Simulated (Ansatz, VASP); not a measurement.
## Bi in VASP and in Ansatz

```
Bi
1.0
     2.25774    1.30351    3.92746
    -2.25774    1.30351    3.92746
     0.00000   -2.60702    3.92746
Bi
2
Direct
  0.23389 0.23389 0.23389
  0.76611 0.76611 0.76611
```

Change from the starting cell: volume scaled by 0.98.

Alike in both runs: task single point; functional PBE; k mesh 11 × 11 × 11; occupations fermi-dirac, width 0.03 eV; no spin polarisation.

|  | VASP | Ansatz |
| --- | --- | --- |
| version | VASP 6.6.1 | Ansatz 0.2.0 |
| potentials or method | VASP PAW PBE potentials, release 64 (Bi_d), cutoff 520 eV | all-electron LAPW, scalar-relativistic |

Ansatz gave:

| Property | Result |
| --- | --- |
| pressure (GPa) | 2.9 |
| rms of the force components (eV/Å) | 0.167 |

Q: Estimate VASP's values.

A: Pressure (GPa): 2.8; rms of the force components (eV/Å): 0.170.

Atom by atom the forces differ by 0.004 eV/Å (rms over components). Ansatz ran all-electron here, and VASP with PAW potentials.

Spin-orbit coupling is off throughout.
